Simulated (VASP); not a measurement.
Write the native input for VASP 6.6.1 that does the following.

* Task: relaxation of cell and atoms
* Functional: r2SCAN
* Potentials or basis: VASP PAW PBE potentials, release 64 (Cs_sv, I)
* Cutoff: 550 eV
* k mesh: 6 × 6 × 6
* Occupations: gaussian, width 0.02 eV
* Spin: no spin polarisation
* Dipole correction: no
* Further INCAR settings: ALGO = Normal; EDIFF = 1e-07; IBRION = 2; EDIFFG = -0.01; NSW = 80; ISIF = 3

Crystal: CsI.

```
Cs I
1.0
     4.48617    0.00000    0.00000
     0.00000    4.48617    0.00000
     0.00000    0.00000    4.48617
Cs I
1 1
Cartesian
  0.0000 0.0000 0.0000
  2.2431 2.2431 2.2431
```

The input as run:

POSCAR

```
CsI
1.0
    4.4861727338      0.0000000000      0.0000000000
    0.0000000000      4.4861727338      0.0000000000
    0.0000000000      0.0000000000      4.4861727338
Cs I
1 1
Direct
    0.0000000000      0.0000000000      0.0000000000
    0.5000000000      0.5000000000      0.5000000000
```

INCAR.step1

```
ALGO     = Normal         # electronic algorithm
EDIFF    = 1E-5           # SCF threshold, eV
EDIFFG   = -0.005         # ionic threshold
ENCUT    = 550            # plane-wave cutoff, eV
GGA      = PE             # functional
GGA_COMPAT= False        
IBRION   = 2              # ionic algorithm
ISIF     = 3              # what is computed and relaxed
ISMEAR   = 0              # smearing method
LASPH    = True           # aspherical terms in the spheres
LCHARG   = False          # write CHGCAR
LREAL    = False          # projectors in reciprocal space
LWAVE    = True           # write WAVECAR
NELM     = 120            # most SCF steps
NELMIN   = 4            
NSW      = 100            # ionic steps
PREC     = Accurate       # precision mode
SIGMA    = 0.02           # smearing width, eV
```

INCAR.step2

```
ALGO     = Normal         # electronic algorithm
EDIFF    = 1E-7           # SCF threshold, eV
EDIFFG   = -0.01          # ionic threshold
ENCUT    = 550            # plane-wave cutoff, eV
GGA_COMPAT= False        
IBRION   = 2              # ionic algorithm
ISIF     = 3              # what is computed and relaxed
ISMEAR   = 0              # smearing method
ISTART   = 1            
LASPH    = True           # aspherical terms in the spheres
LCHARG   = False          # write CHGCAR
LMIXTAU  = True         
LREAL    = False          # projectors in reciprocal space
LWAVE    = False          # write WAVECAR
METAGGA  = R2SCAN         # meta-GGA
NELM     = 120            # most SCF steps
NELMIN   = 4            
NSW      = 80             # ionic steps
PREC     = Accurate       # precision mode
SIGMA    = 0.02           # smearing width, eV
```

KPOINTS

```
k-points
0
Gamma
  6 6 6
```

Potentials or basis: VASP PAW PBE potentials, release 64 (Cs_sv, I).

Run with:

```sh
$ cat potpaw_PBE.64/Cs_sv/POTCAR potpaw_PBE.64/I/POTCAR > POTCAR
$ cp INCAR.step1 INCAR
$ mpirun -np 1 vasp_std > vasp.out
$ cp INCAR.step2 INCAR
$ mpirun -np 1 vasp_std > vasp.out
```

It gave:

```yaml
Relaxed_volume: 49.21 Å³/atom
Relaxed_cell: a = 4.617 Å, b = 4.617 Å, c = 4.617 Å, α = 90.00°, β = 90.00°, γ = 90.00°
Space_group_after_relaxing_to_0.1_Å: Pm-3m (No. 221)
Energy_gained_by_relaxing: 14.7 meV/atom
Ionic_steps: 3
Pressure_after_relaxing: 0.0 GPa
Band_gap_on_the_k_mesh: 4.48 eV (least direct gap 4.57 eV)
```

Caveat: the PAW data sets were made with another functional, which shifts forces and pressure a little; spin-orbit coupling is left out, which moves the levels of the heavy elements.

Wall time 6.8 min on 1 thread of Intel Xeon 8259CL, with other jobs on the host, peak memory 0.25 GiB.
